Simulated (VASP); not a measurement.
# Si15C7 in VASP: notebook

Si15C7 is run at these levels: PBE; tasks: single point.

Everything below comes from runs of VASP 6.6.1. Logs are shortened: lines on timing, memory, paths and dates and some standing lists are left out, and cuts for length are marked.

## 1. The cell of the first run

The cell holds an amorphous packing of atoms, 22 atoms: a = 7.051 Å, b = 7.452 Å, c = 6.943 Å, α = 85.54°, β = 91.29°, γ = 88.87°.

## 2. Single point, PBE

The input, INCAR:

```
SYSTEM = Si15C7
ALGO     = Normal         ! electronic algorithm
EDIFF    = 1E-6           ! SCF threshold, eV
ENCUT    = 520            ! plane-wave cutoff, eV
GGA      = PE             ! functional
ISIF     = 2              ! what is computed and relaxed
ISMEAR   = -1             ! smearing method
ISYM     = 0            
LASPH    = .True.         ! aspherical terms in the spheres
LCHARG   = .False.        ! write CHGCAR
LREAL    = Auto         
LWAVE    = .False.        ! write WAVECAR
NBANDS   = 61             ! bands
NELM     = 80             ! most SCF steps
PREC     = Accurate       ! precision mode
SIGMA    = 0.3447         ! smearing width, eV
```

The input, KPOINTS:

```
Automatic mesh
0
Gamma
  1 1 1
  0.25 0.25 0.25
```

The input, POSCAR:

```
Si15C7
1.0
    7.0498510000      0.0733280000     -0.0802340000
    0.0733280000      7.4467350000      0.2804210000
   -0.0802340000      0.2804210000      6.9363850000
Si C
15 7
Direct
    0.5399101565      0.1723124896      1.0469437770
    0.4578235021      0.7522322463      0.0591415113
    0.9275497367      0.5516662741      0.2839198253
    0.9475741966      0.2744410443      0.6729579797
    0.7044637566      0.7692689372      0.8014740791
    0.3564347543      0.4057995063      0.4556469231
    0.3085061307      0.8650971458      0.3433967800
    0.3945185626     -0.0633963756      0.7034842324
    0.2503714553      0.5869639654     -0.0299954110
    0.6100785538      0.6780870966      0.3834493300
    0.9171336506      0.9195075619      0.5742233269
    0.1579664570      0.8947426719      0.9492444041
    0.1027649042      0.5025744304      0.6426831577
   -0.0005132898      0.1220157123      0.1896147703
    0.8218490685      0.3873261889      1.0369336248
    0.2558324497      0.3344229654      0.9300199222
    0.4241923414      0.1071120755      0.3010708277
    0.7240666391      0.1131585143      0.5664631849
    0.5090596263      0.1334519019      0.4729700232
    0.8833653626      0.5903585730     -0.0747314350
    0.0037833371      0.7286914562      0.0117338016
    0.2450005992      0.2402397013      0.2722413939
```

Potentials or basis: VASP PAW PBE potentials, release 64 (Si, C).

Run with:

```console
> cat potpaw_PBE.64/Si/POTCAR potpaw_PBE.64/C/POTCAR > POTCAR
> mpirun -np 1 vasp_std > vasp.out
```

OUTCAR:

```text
SYSTEM = Si15C7
   EDIFF = 1E-6
   ENCUT = 520
   GGA = PE
   ISIF = 2
   ISMEAR = -1
   ISYM = 0
   LASPH = .True.
   LREAL = Auto
   NELM = 80
   PREC = Accurate

 ion  position               nearest neighbor table
   1  0.540  0.172  0.047-  17 1.99  16 2.41  15 2.58
   2  0.458  0.752  0.059-   9 2.05  12 2.43   7 2.46  10 2.49   5 2.52   8 2.75
   3  0.928  0.552  0.284-  21 2.30  15 2.30  20 2.50  10 2.54  13 2.75
   4  0.948  0.274  0.673-  13 2.04  18 2.15  11 2.79  15 2.88
   5  0.704  0.769  0.801-  20 1.95  11 2.43   2 2.52  21 2.54   8 2.55  10 3.09
   6  0.356  0.406  0.456-  22 2.00  19 2.27  13 2.37  17 2.59  10 2.76
   7  0.309  0.865  0.343-  17 2.00   2 2.46  10 2.52   8 2.66  12 2.90  14 2.99
   8  0.395  0.937  0.703-  19 2.26  12 2.42   5 2.55   7 2.66   2 2.75
   9  0.250  0.587  0.970-  16 1.92   2 2.05  21 2.05  12 2.36  20 2.60  13 2.60
  10  0.610  0.678  0.383-   2 2.49   7 2.52   3 2.54   6 2.76   5 3.09
  11  0.917  0.920  0.574-  18 1.96   5 2.43   4 2.79  14 3.04  12 3.07
  12  0.158  0.895  0.949-  21 1.70   9 2.36   8 2.42   2 2.43  14 2.71   7 2.90  11 3.07
  13  0.103  0.503  0.643-   4 2.04   6 2.37  16 2.48   9 2.60   3 2.75
  14  0.999  0.122  0.190-  22 2.05  15 2.47  12 2.71   7 2.99  11 3.04
  15  0.822  0.387  0.037-  20 1.71   3 2.30  14 2.47   1 2.58   4 2.88
  16  0.256  0.334  0.930-   9 1.92   1 2.41  13 2.48
  17  0.424  0.107  0.301-  19 1.35  22 1.59   1 1.99   7 2.00   6 2.59
  18  0.724  0.113  0.566-  19 1.64  11 1.96   4 2.15
  19  0.509  0.133  0.473-  17 1.35  18 1.64   8 2.26   6 2.27
  20  0.883  0.590  0.925-  21 1.50  15 1.71   5 1.95   3 2.50   9 2.60
  21  0.004  0.729  0.012-  20 1.50  12 1.70   9 2.05   3 2.30   5 2.54
  22  0.245  0.240  0.272-  17 1.59   6 2.00  14 2.05

IMPORTANT INFORMATION: All symmetrisations will be switched off!
NOSYMM: (Re-)initialisation of all symmetry stuff for point group C_1.

----------------------------------------------------------------------------------------

                                     Primitive cell

  volume of cell :     363.5060

  direct lattice vectors                    reciprocal lattice vectors
     7.049851000  0.073328000 -0.080234000     0.141881518 -0.001461133  0.001700231
     0.073328000  7.446735000  0.280421000    -0.001461133  0.134506834 -0.005454682
    -0.080234000  0.280421000  6.936385000     0.001700231 -0.005454682  0.144407501

  length of vectors
     7.050688875  7.452373789  6.942514696     0.141899227  0.134625320  0.144520485

  position of ions in fractional coordinates (direct lattice)
     0.539910156  0.172312490  0.046943777
     0.457823502  0.752232246  0.059141511
     0.927549737  0.551666274  0.283919825
     0.947574197  0.274441044  0.672957980
     0.704463757  0.769268937  0.801474079
     0.356434754  0.405799506  0.455646923
[... 14 lines left out ...]
     0.003783337  0.728691456  0.011733802
     0.245000599  0.240239701  0.272241394

  ion indices of the primitive-cell ions
   primitive index   ion index
                 1           1
                 2           2
                 3           3
                 4           4
                 5           5
                 6           6
[... 14 lines left out ...]
                21          21
                22          22

----------------------------------------------------------------------------------------

 KPOINTS: Automatic mesh

Automatic generation of k-mesh.
 Grid dimensions read from file:
 generate k-points for:    1    1    1

 Generating k-lattice:

  Cartesian coordinates                     Fractional coordinates (reciprocal lattice)
     0.141881518 -0.001461133  0.001700231     1.000000000 -0.000000000  0.000000000
    -0.001461133  0.134506834 -0.005454682    -0.000000000  1.000000000  0.000000000
     0.001700231 -0.005454682  0.144407501     0.000000000  0.000000000  1.000000000

  Length of vectors
     0.141899227  0.134625320  0.144520485

  Shift w.r.t. Gamma in fractional coordinates (k-lattice)
     0.250000000  0.250000000  0.250000000

 Subroutine IBZKPT returns following result:
 ===========================================

 Found      1 irreducible k-points:

 Following reciprocal coordinates:
            Coordinates               Weight
  0.250000  0.250000  0.250000      2.000000
   k-points           NKPTS =      1   k-points in BZ     NKDIM =      1   number of bands    NBANDS=     61
   number of dos      NEDOS =    301   number of ions     NIONS =     22
   total plane-waves  NPLWV = 163296
   dimension x,y,z NGX =    54 NGY =   56 NGZ =   54
   dimension x,y,z NGXF=   108 NGYF=  112 NGZF=  108
   ions per type =              15   7
   NGX,Y,Z   is equivalent  to a cutoff of  12.73, 12.49, 12.93 a.u.
   NGXF,Y,Z  is equivalent  to a cutoff of  25.46, 24.98, 25.86 a.u.
 SYSTEM =  Si15C7
   PREC   = accura    normal or accurate (medium, high low for compatibility)
   ISTART =      0    job   : 0-new  1-cont  2-samecut
   ICHARG =      2    charge: 1-file 2-atom 10-const
   ISPIN  =      1    spin polarized calculation?
   LNONCOLLINEAR =      F non collinear calculations
   LSORBIT =      F    spin-orbit coupling
   LASPH  =      T    aspherical Exc in radial PAW
   ENCUT  =  520.0 eV  38.22 Ry    6.18 a.u.  13.11 13.86 12.91*2*pi/ulx,y,z
   NELM   =     80;   NELMIN=  2; NELMDL= -5     # of ELM steps
   EDIFF  = 0.1E-05   stopping-criterion for ELM
   LREAL  =      T    real-space projection
   EDIFFG = 0.1E-04   stopping-criterion for IOM
   NSW    =      0    number of steps for IOM
   IBRION =     -1    ionic relax: 0-MD 1-quasi-New 2-CG
   NFREE  =      0    steps in history (QN), initial steepest desc. (CG)
   ISIF   =      2    stress and relaxation
   ISYM   =      0    0-nonsym 1-usesym 2-fastsym
   POTIM  = 0.5000    time-step for ionic-motion
   TEBEG  =    0.0;   TEEND  =   0.0 temperature during run
   PSTRESS=    0.0 pullay stress
   NELECT =      88.0000    total number of electrons
   NUPDOWN=      -1.0000    fix difference up-down
   EMIN   =  10.00;   EMAX   =-10.00  energy-range for DOS
   EFERMI =   0.00;   METHOD = LEGACY
   ISMEAR =    -1;   SIGMA  =   0.34  broadening in eV -4-tet -1-fermi 0-gaus
   EFERMI_NEDOS =   21; number of points for ismear=-14 and -15
   IALGO  =     38    algorithm
   IMIX   =      4    mixing-type and parameters
     AMIX     =   0.40;   BMIX     =  1.00
     AMIX_MAG =   1.60;   BMIX_MAG =  1.00
  volume/ion in A,a.u.               =      16.52       111.50
  Fermi-wavevector in a.u.,A,eV,Ry     =   1.020309  1.928105 14.164088  1.041031
  Thomas-Fermi vector in A             =   2.153872
   LORBIT       =      0    0 simple, 1 ext, 2 COOP (PROOUT), +10 PAW based schemes
   GGA     = PE    functional components
   LHFCALC =     F    Hartree Fock is set to
   AEXX    =    0.0000 exact exchange contribution
   IVDW    =     0    specifies the selected vdW correction
   LEPSILON=     F    determine dielectric tensor
   LRPA    =     F    only Hartree local field effects (RPA)
 non-spin polarized calculation
  energy-cutoff  :      520.00
  volume of cell :      363.51
 maximum number of plane-waves:      9785
 NGX is ok and might be reduce to    54
   NGX = 27   NGY = 27   NGZ = 25

 number of electron      87.9999999 magnetization

 Free energy of the ion-electron system (eV)
  ---------------------------------------------------
  ext. energy  EPLUGINS =         0.00000000
  ---------------------------------------------------
  free energy    TOTEN  =      -121.33286316 eV

  energy without entropy =     -117.76764921  energy(sigma->0) =     -119.55025619

 E-fermi :   5.7507     XC(G=0):  -9.7635

 val. band max:        5.5360593930   @ k =   0.2500   0.2500   0.2500
 cond. band min:       5.8282237375   @ k =   0.2500   0.2500   0.2500
 fundamental gap:      0.2921643445
 Fermi energy:         5.7507031712

 k-point     1 :       0.2500    0.2500    0.2500
  band No.  band energies     occupation
      1     -10.6545      2.00000
      2     -10.0352      2.00000
      3      -7.1924      2.00000
      4      -6.9123      2.00000
      5      -5.8093      2.00000
      6      -5.4000      2.00000
[... 48 lines left out ...]
     55       8.1407      0.00195
     56       8.2184      0.00155
 [bands above 56 left out]

------------------------ aborting loop because EDIFF is reached ----------------------------------------

  FORCE on cell =-STRESS in cart. coord.  units (eV):
  Direction    XX          YY          ZZ          XY          YZ          ZX
  --------------------------------------------------------------------------------------
  -------------------------------------------------------------------------------------
  Total      -14.8462596      3.0082500    -10.7028717     12.6332976      2.9164586      3.0774237
  in kB      -65.4358927     13.2590653    -47.1736303     55.6821131     12.8544882     13.5639531
  external PRESSURE =     -33.1168192 kB  Pullay stress =       0.0000000 kB

 VOLUME and BASIS-vectors are now :
 -----------------------------------------------------------------------------
  energy-cutoff  :      520.00
  volume of cell :      363.51
      direct lattice vectors                 reciprocal lattice vectors
     7.049851000  0.073328000 -0.080234000     0.141881518 -0.001461133  0.001700231
     0.073328000  7.446735000  0.280421000    -0.001461133  0.134506834 -0.005454682
    -0.080234000  0.280421000  6.936385000     0.001700231 -0.005454682  0.144407501

 POSITION                                       TOTAL-FORCE (eV/Angst)
 -----------------------------------------------------------------------------------
      3.81515      1.33592      0.33062        -1.426835      0.843144     -0.653185
      3.27800      5.65183      0.58444         3.785127      2.289810      1.676718
      6.55676      4.25575      2.04966         0.263661      2.115389      1.104013
      6.64639      2.30189      4.66883        -3.889854     -5.416402      0.439275
      4.95847      6.00495      5.71853        -0.040391     -0.709250     -0.474975
      2.50601      3.17579      3.24574         0.330090     -1.127698     -0.782009
[... 14 lines left out ...]
      0.07916      5.42994      0.28543        -2.214980     -5.199315      1.239841
      1.72299      1.88331      1.93608         0.616847     -0.651909     -0.511335
 -----------------------------------------------------------------------------------
    total drift:                                0.018053     -0.004385      0.011984

  FREE ENERGIE OF THE ION-ELECTRON SYSTEM (eV)
  ---------------------------------------------------
  free  energy   TOTEN  =      -121.3328631560 eV

  energy  without entropy=     -117.7676492148  energy(sigma->0) =     -119.55025619
```

It took 50 s on 1 thread of AMD EPYC 7R43 (Zen 3), shared host; peak memory 0.33 GiB.

What came out:

| Property | Result |
| --- | --- |
| Free energy | -121.3329 eV |
| Pressure | -3.3 GPa |
| Largest force | 7.983 eV/Å |
| Band gap on the k mesh | 0.29 eV |

Forces on the atoms (eV/Å):
```
Si  -1.427  0.843 -0.653
Si   3.785  2.290  1.677
Si   0.264  2.115  1.104
Si  -3.890 -5.416  0.439
Si  -0.040 -0.709 -0.475
Si   0.330 -1.128 -0.782
Si   0.191  0.081  0.496
Si   0.195  0.265 -1.314
Si  -2.757 -4.915 -1.200
Si  -0.134 -0.696  0.690
Si  -0.995  1.188 -0.044
Si   0.709  4.626 -0.312
Si   2.705  3.420 -0.319
Si   2.155  0.560 -0.280
Si  -1.504 -4.644 -0.035
C    0.487  0.594  0.939
C   -2.480  0.413 -3.669
C   -1.210  0.579 -1.458
C    4.901  1.982  5.981
C    0.312  4.402 -1.515
C   -2.215 -5.199  1.240
C    0.617 -0.652 -0.511
```

Stress tensor (GPa, compression positive):
```
-6.54  5.57  1.36
 5.57  1.33  1.29
 1.36  1.29 -4.72
```

Caveat: the k points lie up to 0.91 Å⁻¹ apart.

## 3. Single point, PBE

The input, INCAR:

```
ALGO = Normal ; EDIFF = 1E-6
ENCUT = 520 ; GGA = PE
ISIF = 2 ; ISMEAR = -1
ISYM = 0 ; LASPH = True
LCHARG = False ; LREAL = Auto
LWAVE = False ; NBANDS = 61
NELM = 100 ; PREC = Accurate
SIGMA = 0.3447
```

KPOINTS is that of step 2.

The input, POSCAR:

```
Si15C7
1.0
    7.0498510000      0.0733280000     -0.0802340000
    0.0733280000      7.4467350000      0.2804210000
   -0.0802340000      0.2804210000      6.9363850000
Si C
15 7
Direct
    0.5290830688      0.1645310422      1.1671926359
    0.3403285211      0.7563607797      0.0757757063
    1.0833327318      0.3817201435      0.4718213845
    0.8414853524      0.1192988144      0.8307363047
    0.6602500276      0.7995046463      0.5023231277
    0.4419582123      0.4799788244      0.4912933658
    0.3503355828      0.8971655424      0.4886957351
    0.5371994129     -0.1045325260      0.7727105363
    0.2236948904      0.4614393742      0.0906856590
    0.8112112755      0.5366623423      0.3058802726
    0.9255861314      0.9349137340      0.6383038187
    0.0099859824      0.9443417975      1.0796717518
    0.1007985392      0.7226794945      0.6989346704
   -0.1234403535      0.1684503835      0.2307504358
    0.9745156100      0.3608521427      0.7990180428
    0.4071339273      0.3133848587      0.9503628025
    0.5020896259      0.0085134979      0.3609109494
    0.5893677735      0.1578483271      0.7706918443
    0.4607373925      0.3226007317      0.7520830785
    0.8859296631      0.6184700460     -0.1331319280
    0.0064864100      0.7395875654      0.0030124548
    0.3677322547      0.3624686923      0.2584030149
```

Potentials or basis: VASP PAW PBE potentials, release 64 (Si, C).

Run with:

```console
> cat potpaw_PBE.64/Si/POTCAR potpaw_PBE.64/C/POTCAR > POTCAR
> mpirun -np 1 vasp_std > vasp.out
```

OUTCAR:

```text
EDIFF = 1E-6
   ENCUT = 520
   GGA = PE
   ISIF = 2
   ISMEAR = -1
   ISYM = 0
   LASPH = True
   LREAL = Auto
   NELM = 100
   PREC = Accurate

 ion  position               nearest neighbor table
   1  0.529  0.165  0.167-  17 1.72  16 1.97  22 2.00  14 2.48   9 3.06
   2  0.340  0.756  0.076-   9 2.36  21 2.40  12 2.70   8 2.70  13 3.11   7 3.13
   3  0.083  0.382  0.472-  15 2.41  10 2.44  22 2.53   6 2.65  14 2.80   9 2.87  13 3.10
   4  0.841  0.119  0.831-  18 1.83  15 2.05  11 2.08  12 2.37   8 2.78  14 2.84
   5  0.660  0.800  0.502-  17 2.07   8 2.25   7 2.29  11 2.36  10 2.69   6 2.87
   6  0.442  0.480  0.491-  22 1.96  19 2.08   3 2.65   5 2.87  10 2.95
   7  0.350  0.897  0.489-  17 1.61   5 2.29   8 2.35  13 2.61   2 3.13
   8  0.537  0.895  0.773-  18 2.00   5 2.25   7 2.35   2 2.70   4 2.78  11 2.93
   9  0.224  0.461  0.091-  22 1.65  16 2.00   2 2.36  21 2.58  15 2.81   3 2.87   1 3.06
  10  0.811  0.537  0.306-   3 2.44   5 2.69  14 2.86   6 2.95
  11  0.926  0.935  0.638-  13 2.00   4 2.08   5 2.36   8 2.93  12 3.11
  12  0.010  0.944  0.080-  21 1.66  14 2.24   4 2.37   2 2.70  11 3.11
  13  0.101  0.723  0.699-  11 2.00  20 2.06  21 2.24   7 2.61  15 2.89   3 3.10   2 3.11
[... 181 lines left out ...]
      2      -9.0637      2.00000
      3      -8.2794      2.00000
      4      -7.7092      2.00000
      5      -6.5686      2.00000
      6      -5.6385      2.00000
[... 48 lines left out ...]
     55       7.9320      0.00238
     56       8.3237      0.00077
 [bands above 56 left out]

------------------------ aborting loop because EDIFF is reached ----------------------------------------

  FORCE on cell =-STRESS in cart. coord.  units (eV):
  Direction    XX          YY          ZZ          XY          YZ          ZX
  --------------------------------------------------------------------------------------
  -------------------------------------------------------------------------------------
  Total        8.8844628     15.4737700      2.4194759      1.0084743      0.0521283     -0.2584881
  in kB       39.1588703     68.2016872     10.6640036      4.4449187      0.2297591     -1.1393039
  external PRESSURE =      39.3415203 kB  Pullay stress =       0.0000000 kB

 VOLUME and BASIS-vectors are now :
 -----------------------------------------------------------------------------
  energy-cutoff  :      520.00
  volume of cell :      363.51
      direct lattice vectors                 reciprocal lattice vectors
     7.049851000  0.073328000 -0.080234000     0.141881518 -0.001461133  0.001700231
     0.073328000  7.446735000  0.280421000    -0.001461133  0.134506834 -0.005454682
    -0.080234000  0.280421000  6.936385000     0.001700231 -0.005454682  0.144407501

 POSITION                                       TOTAL-FORCE (eV/Angst)
 -----------------------------------------------------------------------------------
      3.72861      1.31090      1.16340        -0.366236      2.976767     -1.356181
      2.44865      5.67862      0.71040        -0.575292      1.196346     -0.807187
      0.57762      2.98099      3.37309        -0.141204      0.044120     -0.062611
      5.87444      1.18305      5.72824        -3.209913     -0.331900      2.418596
      4.67299      6.14298      3.65553         1.542040     -0.995603     -2.478611
      3.11152      3.74445      3.50694        -0.184541     -0.594103      0.487321
[... 14 lines left out ...]
      0.09972      5.50883      0.22777        -1.732158     -6.763277     -3.477468
      2.59830      2.79863      1.86452         3.359422     -1.731538      6.686433
 -----------------------------------------------------------------------------------
    total drift:                               -0.007957     -0.003529      0.001465

  FREE ENERGIE OF THE ION-ELECTRON SYSTEM (eV)
  ---------------------------------------------------
  free  energy   TOTEN  =      -119.8935339329 eV

  energy  without entropy=     -116.4481163959  energy(sigma->0) =     -118.17082516
```

Wall time 51 s (1 thread of AMD EPYC 7R43 (Zen 3), shared host); peak memory 0.32 GiB.

Results:

- Free energy: -119.8935 eV
- Pressure: 3.9 GPa
- Largest force: 7.800 eV/Å
- Band gap on the k mesh: 0.14 eV

Forces on the atoms (eV/Å):
```
Si  -0.366  2.977 -1.356
Si  -0.575  1.196 -0.807
Si  -0.141  0.044 -0.063
Si  -3.210 -0.332  2.419
Si   1.542 -0.996 -2.479
Si  -0.185 -0.594  0.487
Si  -5.735 -2.802  2.670
Si  -0.889  1.146  2.300
Si  -2.487  0.781 -4.807
Si  -0.521  0.251  0.333
Si  -2.290  2.196 -4.268
Si   1.840  2.661  1.488
Si   3.521 -4.750  1.348
Si  -0.406  1.470  1.136
Si   2.248  5.962  0.813
C   -0.512  0.556 -2.489
C    4.006  0.198 -2.021
C   -1.158 -0.051 -0.546
C    1.375 -2.114  1.413
C    2.315  0.696  1.221
C   -1.732 -6.763 -3.477
C    3.359 -1.732  6.686
```

Caveat: the k points lie up to 0.91 Å⁻¹ apart.

(Continued in part 2 of 2.)
